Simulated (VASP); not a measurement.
# WS2 (Tungstenite) (R3m) in VASP: density of states with PBE+D3(BJ)

Aim: the density of states of WS2 (Tungstenite) with PBE+D3(BJ).

Program: VASP 6.6.1. These are calculated values, not measurements. Logs are shortened: lines on timing, memory, paths and dates and some standing lists are left out, and cuts for length are marked.

## 1. The cell of the first run

The structure is trigonal, space group R3m (No. 160). The conventional cell has a = 3.157 Å, b = 3.157 Å, c = 18.117 Å, α = 90.00°, β = 90.00°, γ = 120.00°. Within 3.2 Å of W (site symmetry 3m) lie 6 S at 2.41 Å and 6 W at 3.16 Å. S (site symmetry 3m) has 3 W at 2.41 Å and 7 S at 3.15 to 3.16 Å within 3.2 Å. S (site symmetry 3m) has 3 W at 2.41 Å and 7 S at 3.15 to 3.16 Å within 3.2 Å.

## 2. Density of states, PBE+D3(BJ)

The input, POSCAR:

```
WS2
1.0
    1.5785298442      0.9113646305      6.0389213181
   -1.5785298442      0.9113646305      6.0389213181
    0.0000000000     -1.8227292610      6.0389213181
W S
1 2
Direct
    0.0006559570      0.0006559570      0.0006559570
    0.2472102229      0.2472102229      0.2472102229
    0.4208338201      0.4208338201      0.4208338201
```

The input, INCAR.step1:

```
SYSTEM = WS2
PREC = Accurate
ENCUT = 520
EDIFF = 1E-7
ISMEAR = 0
SIGMA = 0.02
LREAL = .False.
LASPH = .True.
NELM = 100
ALGO = Normal
ISIF = 2
LWAVE = .False.
LCHARG = .True.
LMAXMIX = 4
GGA = PE
IVDW = 12
NBANDS = 20
```

The input, KPOINTS.step1:

```
regular mesh
0
Gamma
  12 12 12
  0 0 0
```

The input, INCAR.step2:

```
SYSTEM = WS2
PREC = Accurate
ENCUT = 520
EDIFF = 1E-7
ISMEAR = -5
SIGMA = 0.02
LREAL = .False.
LASPH = .True.
NELM = 100
ALGO = Normal
ISIF = 2
LWAVE = .False.
LCHARG = .False.
LMAXMIX = 4
GGA = PE
IVDW = 12
LORBIT = 11
NEDOS = 2001
ICHARG = 11
```

The input, KPOINTS.step2:

```
regular mesh
0
Gamma
  18 18 18
  0 0 0
```

Potentials or basis: VASP PAW PBE potentials, release 64 (W_sv, S).

The run is started by

```bash
$ cat potpaw_PBE.64/W_sv/POTCAR potpaw_PBE.64/S/POTCAR > POTCAR
$ cp INCAR.step1 INCAR
$ cp KPOINTS.step1 KPOINTS
$ mpirun -np 1 vasp_std > vasp.out
$ cp INCAR.step2 INCAR
$ cp KPOINTS.step2 KPOINTS
$ mpirun -np 1 vasp_std > vasp.out
```

OUTCAR:

```text
SYSTEM = WS2
   PREC = Accurate
   ENCUT = 520
   EDIFF = 1E-7
   ISMEAR = -5
   LREAL = .False.
   LASPH = .True.
   NELM = 100
   ISIF = 2
   GGA = PE
   IVDW = 12
   LORBIT = 11
   ICHARG = 11
 IVDW          = 12

 ion  position               nearest neighbor table
   1  0.001  0.001  0.001-   2 2.41   2 2.41   2 2.41   3 2.41   3 2.41   3 2.41
   2  0.247  0.247  0.247-   1 2.41   1 2.41   1 2.41
   3  0.421  0.421  0.421-   1 2.41   1 2.41   1 2.41

  LATTYP: Found a trigonal (rhomboedric) cell.
 ALAT       =     6.3080038558
 COS(alpha) =     0.8747575110

  Lattice vectors:

 A1 = (   1.5785298442,   0.9113646305,   6.0389213181)
 A2 = (  -1.5785298442,   0.9113646305,   6.0389213181)
 A3 = (   0.0000000000,  -1.8227292610,   6.0389213181)

Analysis of symmetry for initial positions (statically):
=====================================================================
 Subroutine PRICEL returns:
 Original cell was already a primitive cell.

 Routine SETGRP: Setting up the symmetry group for a
 trigonal (rhombohedral) supercell.

 Subroutine GETGRP returns: Found  6 space group operations
 (whereof  6 operations were pure point group operations)
 out of a pool of 12 trial point group operations.

The static configuration has the point symmetry C_3v.

Analysis of symmetry for dynamics (positions and initial velocities):
=====================================================================
 Subroutine PRICEL returns:
 Original cell was already a primitive cell.

 Routine SETGRP: Setting up the symmetry group for a
 trigonal (rhombohedral) supercell.

 Subroutine GETGRP returns: Found  6 space group operations
 (whereof  6 operations were pure point group operations)
 out of a pool of 12 trial point group operations.

The dynamic configuration has the point symmetry C_3v.

 Subroutine INISYM returns: Found  6 space group operations
 (whereof  6 operations are pure point group operations),
 and found     1 'primitive' translations

----------------------------------------------------------------------------------------

                                     Primitive cell

  volume of cell :      52.1261

  direct lattice vectors                    reciprocal lattice vectors
     1.578529844  0.911364631  6.038921318     0.316750426  0.182875943  0.055197496
    -1.578529844  0.911364631  6.038921318    -0.316750426  0.182875943  0.055197496
     0.000000000 -1.822729261  6.038921318     0.000000000 -0.365751887  0.055197496

  length of vectors
     6.308003856  6.308003856  6.308003856     0.369893507  0.369893507  0.369893507

  position of ions in fractional coordinates (direct lattice)
     0.000655957  0.000655957  0.000655957
     0.247210223  0.247210223  0.247210223
     0.420833820  0.420833820  0.420833820

  ion indices of the primitive-cell ions
   primitive index   ion index
                 1           1
                 2           2
                 3           3

----------------------------------------------------------------------------------------

 KPOINTS: regular mesh

Automatic generation of k-mesh.
 Grid dimensions read from file:
 generate k-points for:   18   18   18

 Generating k-lattice:

  Cartesian coordinates                     Fractional coordinates (reciprocal lattice)
     0.017597246  0.010159775  0.003066528     0.055555556 -0.000000000 -0.000000000
    -0.017597246  0.010159775  0.003066528    -0.000000000  0.055555556 -0.000000000
     0.000000000 -0.020319549  0.003066528    -0.000000000 -0.000000000  0.055555556

  Length of vectors
     0.020549639  0.020549639  0.020549639

  Shift w.r.t. Gamma in fractional coordinates (k-lattice)
     0.000000000  0.000000000  0.000000000

 TETIRR: Found   2916 inequivalent tetrahedra from    34992

 Subroutine IBZKPT returns following result:
 ===========================================

 Found    580 irreducible k-points:

 Following reciprocal coordinates:
            Coordinates               Weight
  0.000000  0.000000  0.000000      1.000000
  0.055556  0.000000  0.000000      6.000000
  0.111111  0.000000  0.000000      6.000000
  0.166667  0.000000  0.000000      6.000000
  0.222222  0.000000  0.000000      6.000000
  0.277778 -0.000000 -0.000000      6.000000
[... 16 lines left out ...]
 -0.277778  0.055556  0.000000     12.000000
 -0.222222  0.055556  0.000000     12.000000
 [... further k-points ...]
   k-points           NKPTS =    580   k-points in BZ     NKDIM =    580   number of bands    NBANDS=     17
   number of dos      NEDOS =   2001   number of ions     NIONS =      3
   total plane-waves  NPLWV = 110592
   dimension x,y,z NGX =    48 NGY =   48 NGZ =   48
   dimension x,y,z NGXF=    96 NGYF=   96 NGZF=   96
   ions per type =               1   2
   NGX,Y,Z   is equivalent  to a cutoff of  12.65, 12.65, 12.65 a.u.
   NGXF,Y,Z  is equivalent  to a cutoff of  25.30, 25.30, 25.30 a.u.
 SYSTEM =  WS2
   PREC   = accura    normal or accurate (medium, high low for compatibility)
   ISTART =      0    job   : 0-new  1-cont  2-samecut
   ICHARG =     11    charge: 1-file 2-atom 10-const
   ISPIN  =      1    spin polarized calculation?
   LNONCOLLINEAR =      F non collinear calculations
   LSORBIT =      F    spin-orbit coupling
   LASPH  =      T    aspherical Exc in radial PAW
   ENCUT  =  520.0 eV  38.22 Ry    6.18 a.u.  11.73 11.73 11.73*2*pi/ulx,y,z
   NELM   =    100;   NELMIN=  2; NELMDL=  0     # of ELM steps
   EDIFF  = 0.1E-06   stopping-criterion for ELM
   LREAL  =      F    real-space projection
   EDIFFG = 0.1E-05   stopping-criterion for IOM
   NSW    =      0    number of steps for IOM
   IBRION =     -1    ionic relax: 0-MD 1-quasi-New 2-CG
   NFREE  =      0    steps in history (QN), initial steepest desc. (CG)
   ISIF   =      2    stress and relaxation
   ISYM   =      2    0-nonsym 1-usesym 2-fastsym
   POTIM  = 0.5000    time-step for ionic-motion
   TEBEG  =    0.0;   TEEND  =   0.0 temperature during run
   PSTRESS=    0.0 pullay stress
   NELECT =      26.0000    total number of electrons
   NUPDOWN=      -1.0000    fix difference up-down
   EMIN   =  10.00;   EMAX   =-10.00  energy-range for DOS
   EFERMI =   0.00;   METHOD = LEGACY
   ISMEAR =    -5;   SIGMA  =   0.02  broadening in eV -4-tet -1-fermi 0-gaus
   EFERMI_NEDOS =   21; number of points for ismear=-14 and -15
   IALGO  =     38    algorithm
   IMIX   =      4    mixing-type and parameters
     AMIX     =   0.40;   BMIX     =  1.00
     AMIX_MAG =   1.60;   BMIX_MAG =  1.00
  volume/ion in A,a.u.               =      17.38       117.25
  Fermi-wavevector in a.u.,A,eV,Ry     =   1.298317  2.453463 22.934349  1.685627
  Thomas-Fermi vector in A             =   2.429653
   LORBIT       =     11    0 simple, 1 ext, 2 COOP (PROOUT), +10 PAW based schemes
   GGA     = PE    functional components
   LHFCALC =     F    Hartree Fock is set to
   AEXX    =    0.0000 exact exchange contribution
   IVDW    =    12    specifies the selected vdW correction
   LEPSILON=     F    determine dielectric tensor
   LRPA    =     F    only Hartree local field effects (RPA)
 non-spin polarized calculation
 Fermi weights with tetrahedron method with Bloechl corrections
  energy-cutoff  :      520.00
  volume of cell :       52.13
 maximum number of plane-waves:      1422

 number of electron      25.9999999 magnetization

 Free energy of the ion-electron system (eV)
  ---------------------------------------------------
  ext. energy  EPLUGINS =         0.00000000
  ---------------------------------------------------
  free energy    TOTEN  =       -23.58801102 eV

  energy without entropy =      -23.58801102  energy(sigma->0) =      -23.58801102

 E-fermi :   7.8662     XC(G=0): -11.1021

 val. band max:        7.8299835642   @ k =   0.5000   0.5000   0.5000
 cond. band min:       8.7620878332   @ k =  -0.1667   0.1667   0.0000
 fundamental gap:      0.9321042689
 Fermi energy:         7.8661690638

 k-point     1 :       0.0000    0.0000    0.0000
  band No.  band energies     occupation
      1     -66.8744      2.00000
      2     -31.1328      2.00000
      3     -30.9547      2.00000
      4     -30.9547      2.00000
      5      -7.9175      2.00000
      6      -5.8595      2.00000
[... 9 lines left out ...]
     16      10.2735      0.00000
     17      10.2735      0.00000

 k-point     2 :       0.0556    0.0000    0.0000
  band No.  band energies     occupation
      1     -66.8738      2.00000
      2     -31.1308      2.00000
      3     -30.9659      2.00000
      4     -30.9573      2.00000
      5      -7.8639      2.00000
      6      -5.8449      2.00000
[... 9 lines left out ...]
     16      10.1045      0.00000
     17      10.2364      0.00000

 k-point     3 :       0.1111    0.0000    0.0000
  band No.  band energies     occupation
      1     -66.8722      2.00000
      2     -31.1250      2.00000
      3     -30.9980      2.00000
      4     -30.9647      2.00000
      5      -7.7065      2.00000
      6      -5.8018      2.00000
[... 9 lines left out ...]
     16      10.0943      0.00000
     17      10.3342      0.00000

 k-point     4 :       0.1667    0.0000    0.0000
  band No.  band energies     occupation
      1     -66.8697      2.00000
      2     -31.1161      2.00000
      3     -31.0468      2.00000
      4     -30.9761      2.00000
      5      -7.4553      2.00000
      6      -5.7327      2.00000
[... 9 lines left out ...]
     16      10.1975      0.00000
     17      10.6511      0.00000

 k-point     5 :       0.2222    0.0000    0.0000
  band No.  band energies     occupation
      1     -66.8666      2.00000
      2     -31.1061      2.00000
      3     -31.1052      2.00000
      4     -30.9901      2.00000
      5      -7.1272      2.00000
      6      -5.6429      2.00000
[... 9 lines left out ...]
     16      10.5261      0.00000
     17      10.9624      0.00000

 k-point     6 :       0.2778   -0.0000   -0.0000
  band No.  band energies     occupation
      1     -66.8634      2.00000
      2     -31.1686      2.00000
      3     -31.0935      2.00000
      4     -31.0048      2.00000
      5      -6.7472      2.00000
      6      -5.5404      2.00000
[... 9 lines left out ...]
     16      10.8780      0.00000
     17      11.2108      0.00000
[... 281 lines left out ...]
 k-point    21 :      -0.3889    0.0556    0.0000
  band No.  band energies     occupation
      1     -66.8567      2.00000
      2     -31.2887      2.00000
      3     -31.0697      2.00000
      4     -31.0408      2.00000
      5      -5.8223      2.00000
      6      -5.3002      2.00000
[... 9 lines left out ...]
     16      11.2796      0.00000
     17      11.5791      0.00000

 k-point    22 :      -0.3333    0.0556    0.0000
  band No.  band energies     occupation
      1     -66.8588      2.00000
      2     -31.2507      2.00000
      3     -31.0771      2.00000
      4     -31.0307      2.00000
      5      -6.1437      2.00000
      6      -5.3715      2.00000
[... 9 lines left out ...]
     16      11.1064      0.00000
     17      11.6054      0.00000

 k-point    23 :      -0.2778    0.0556    0.0000
  band No.  band energies     occupation
      1     -66.8616      2.00000
      2     -31.1991      2.00000
      3     -31.0870      2.00000
      4     -31.0172      2.00000
      5      -6.5273      2.00000
      6      -5.4669      2.00000
[... 9 lines left out ...]
     16      10.8639      0.00000
     17      11.5170      0.00000

 k-point    24 :      -0.2222    0.0556    0.0000
  band No.  band energies     occupation
      1     -66.8647      2.00000
      2     -31.1399      2.00000
      3     -31.0984      2.00000
      4     -31.0018      2.00000
      5      -6.9168      2.00000
      6      -5.5704      2.00000
[... 9 lines left out ...]
     16      10.5611      0.00000
     17      11.3019      0.00000

 [... further k-points ...]

------------------------ aborting loop because EDIFF is reached ----------------------------------------

 Edisp (eV)   -1.31058

 E8    (eV) :    -0.5509

  FORCE on cell =-STRESS in cart. coord.  units (eV):
  Direction    XX          YY          ZZ          XY          YZ          ZX
  --------------------------------------------------------------------------------------
  -------------------------------------------------------------------------------------
  Total       0.00043     0.00043    -0.00986     0.00000     0.00000     0.00000
  in kB       0.01309     0.01309    -0.30315     0.00000     0.00000     0.00000
  external pressure =       -0.09 kB  Pullay stress =        0.00 kB

 VOLUME and BASIS-vectors are now :
 -----------------------------------------------------------------------------
  energy-cutoff  :      520.00
  volume of cell :       52.13
      direct lattice vectors                 reciprocal lattice vectors
     1.578529844  0.911364631  6.038921318     0.316750426  0.182875943  0.055197496
    -1.578529844  0.911364631  6.038921318    -0.316750426  0.182875943  0.055197496
     0.000000000 -1.822729261  6.038921318     0.000000000 -0.365751887  0.055197496

 POSITION                                       TOTAL-FORCE (eV/Angst)
 -----------------------------------------------------------------------------------
      0.00000      0.00000      0.01188         0.000000     -0.000000     -0.001163
      0.00000      0.00000      4.47865         0.000000     -0.000000     -0.000909
      0.00000      0.00000      7.62415         0.000000      0.000000      0.002071
 -----------------------------------------------------------------------------------
    total drift:                                0.000000      0.000000      0.000088

  FREE ENERGIE OF THE ION-ELECTRON SYSTEM (eV)
  ---------------------------------------------------
  free  energy   TOTEN  =       -24.8985861821 eV

  energy  without entropy=      -24.8985861821  energy(sigma->0) =      -24.89858618

 total charge

# of ion       s       p       d       tot
------------------------------------------
    1        2.321   6.331   3.387  12.039
    2        1.361   2.366   0.000   3.727
    3        1.361   2.366   0.000   3.727
--------------------------------------------------
tot          5.043  11.063   3.387  19.493
```

Wall time 18 min (1 thread of Intel Xeon 6975P-C (Granite Rapids), shared host); peak memory 0.71 GiB.

Results:

```yaml
Valence_electrons_inside_the_program's_atomic_spheres: W 12.04; S 3.73
Dispersion_energy_per_atom: -0.437 eV
```

Levels at points of the mesh, in eV from the valence-band top:
```tsv
k point	band 9	band 10	band 11	band 12	band 13	band 14	band 15	band 16	band 17
(0.00, 0.00, 0.00)	-3.54	-2.33	-2.33	-1.43	-1.34	2.13	2.13	2.44	2.44
(0.50, 0.00, 0.00)	-5.39	-4.20	-2.63	-1.84	-1.79	2.27	2.52	3.60	3.71
(0.50, 0.50, 0.00)	-5.04	-4.09	-3.32	-2.11	-1.62	2.22	2.69	3.14	4.34
(0.50, 0.50, 0.50)	-3.56	-3.56	-2.28	-2.28	0.00	2.21	2.21	2.30	2.30
```

Caveat: spin-orbit coupling is left out, which moves the levels of the heavy elements.
